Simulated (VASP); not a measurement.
Here is a VASP 6.6.1 calculation.

INCAR

```
ALGO     = Normal         # electronic algorithm
EDIFF    = 1E-6           # SCF threshold, eV
ENCUT    = 520            # plane-wave cutoff, eV
GGA      = PE             # functional
ISIF     = 2              # what is computed and relaxed
ISMEAR   = -1             # smearing method
LASPH    = T              # aspherical terms in the spheres
LCHARG   = F              # write CHGCAR
LREAL    = F              # projectors in reciprocal space
LWAVE    = F              # write WAVECAR
NBANDS   = 26             # bands
NELM     = 80             # most SCF steps
PREC     = Accurate       # precision mode
SIGMA    = 0.08           # smearing width, eV
```

File KPOINTS:

```
k-points
0
Gamma
  11 11 7
```

Contents of POSCAR:

```
ZnO
1.0
    2.9569815291      0.0000000000      0.0000000000
   -1.4784907646      2.5608211227      0.0000000000
    0.0000000000      0.0000000000      5.1083085340
Zn O
2 2
Direct
    0.0000000000      0.0000000000      0.0000000000
    0.0000000000      0.0000000000      0.5000000000
    0.3333333333      0.6666666667      0.2500000000
    0.6666666667      0.3333333333      0.7500000000
```

Potentials or basis: VASP PAW PBE potentials, release 64 (Zn, O).

Run with:

```console
$ cat potpaw_PBE.64/Zn/POTCAR potpaw_PBE.64/O/POTCAR > POTCAR
$ mpirun -np 1 vasp_std > vasp.out
```

Question: Estimate the pressure.

Answer: 12.4 GPa.

Question: Estimate the band gap on the k mesh.

Answer: 0.80 eV, direct.

Stress tensor (GPa, compression positive):
```
12.32  0.00  0.00
 0.00 12.32  0.00
 0.00  0.00 12.52
```

A hybrid or GW would open this gap; PBE tends to underestimate it.
